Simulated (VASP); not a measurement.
Write the native input for VASP 6.6.1 that does the following.

```yaml
Task: single point
Functional: PBEsol
Potentials_or_basis: VASP PAW PBE potentials, release 64 (F)
Cutoff: 520 eV
k_mesh: 4 × 4 × 2
Occupations: gaussian, width 0.05 eV
Spin: no spin polarisation
Dipole_correction: no
Further_INCAR_settings: ALGO = Normal; EDIFF = 1e-06; NBANDS = 22
```

The structure of F lies in POSCAR:

```
F
1.0
    3.0025580230     -1.8107796449     -0.2315831773
    3.0025580230      1.8107796449     -0.2315831773
   -2.2322205195      0.0000000000      7.2411238477
F
4
Direct
    0.0848459664      0.0848459664      0.0940038325
    0.9151540336      0.9151540336      0.9059961675
    0.5015719855      0.5015719855      0.5937195244
    0.4984280145      0.4984280145      0.4062804756
```

The input as run:

INCAR

```
PREC = Accurate ; ENCUT = 520
EDIFF = 1E-6 ; ISMEAR = 0
SIGMA = 0.05 ; LREAL = False
LASPH = True ; NELM = 100
ALGO = Normal ; ISIF = 2
LWAVE = False ; LCHARG = True
GGA = PS ; LELF = True
LVHAR = True ; NBANDS = 22
```

KPOINTS

```
regular mesh
0
Gamma
  4 4 2
```

Potentials or basis: VASP PAW PBE potentials, release 64 (F).

Command:

```bash
$ cat potpaw_PBE.64/F/POTCAR > POTCAR
$ mpirun -np 1 vasp_std > vasp.out
```

It gave:

```yaml
Pressure: -0.7 GPa
Largest_force: 0.087 eV/Å
Band_gap_on_the_k_mesh: 2.84 eV, indirect (least direct gap 2.91 eV)
```

Caveat: the k points lie up to 0.52 Å⁻¹ apart; the PAW data sets were made with another functional, which shifts forces and pressure a little.

It took 18 s on 1 thread of Intel(R) Xeon(R) Platinum 8375C CPU @ 2.90GHz (Ice Lake), with other jobs on the host, peak memory 0.18 GiB.
